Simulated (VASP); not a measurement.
CdSe4:

```
Cd Se
1.0
    -3.09741    3.09741    4.13412
     3.09741   -3.09741    4.13412
     3.09741    3.09741   -4.13412
Cd Se
1 4
Direct
  0.01129 0.01129 0.00000
  0.36757 0.36757 0.43951
  0.92806 0.92806 0.56049
  0.36757 0.92806 0.00000
  0.92806 0.36757 0.00000
```

The cell was generated, and may not be a known phase.

| Property | Result |
| --- | --- |
| Program | VASP 6.6.1 |
| Task | relaxation of cell and atoms |
| Functional | PBE |
| Potentials or basis | VASP PAW PBE potentials, release 64 (Cd, Se) |
| Cutoff | 600 eV |
| k mesh | 4 × 4 × 4 |
| Occupations | gaussian, width 0.2 eV |
| Spin | no spin polarisation |

At the start: pressure 15.5 GPa; volume 31.73 Å³/atom.

Q: Where does the relaxation end?

A: Over 17 steps the energy falls by 1210.6 meV/atom and the volume is 27.56 Å³/atom (-13.1 %); space group I4mm (No. 107, to 0.1 Å) before, I4/mmm (No. 139, to 0.1 Å).

Step by step:
```
step  energy change (eV)  largest force (eV/Å)  pressure (GPa)  volume (Å³)
   1              0.0000               10.5759           15.48       158.65
   2             -0.8607                0.5157           -6.97       239.74
   3             -3.1694                1.1262           -4.17       190.23
   4             -3.2036                1.4276           -3.61       187.73
   5             -3.2161                1.8669           -2.79       184.57
   6             -3.9959                2.0082           -3.14       172.58
   7             -5.8330                1.4237            0.82       139.75
   8             -5.6386                0.7803            7.10       128.18
   9             -5.8642                1.2613            2.27       136.25
  10             -5.9979                0.3526           -0.06       140.97
  11             -6.0163                0.1964            0.31       139.63
  12             -6.0372                0.1982           -0.73       140.96
  13             -6.0372                0.1982           -0.76       141.01
  14             -6.0496                0.1749           -0.02       138.04
  15             -6.0498                0.1700            0.09       137.62
  16             -6.0521                0.0892            0.06       137.70
  17             -6.0530                0.0430            0.03       137.80
```

Final structure:
```
Cd Se
1.0
    -2.78372    2.78372    4.44560
     2.78372   -2.78372    4.44560
     2.78372    2.78372   -4.44560
Cd Se
1 4
Direct
  0.92105 0.92105 0.00000
  0.42105 0.42105 0.50135
  0.91970 0.91970 0.49865
  0.42105 0.91970 0.00000
  0.91970 0.42105 0.00000
```

Caveat: the relaxation stopped at a loose force limit of 0.08 eV/Å, so its end isn't a converged minimum.
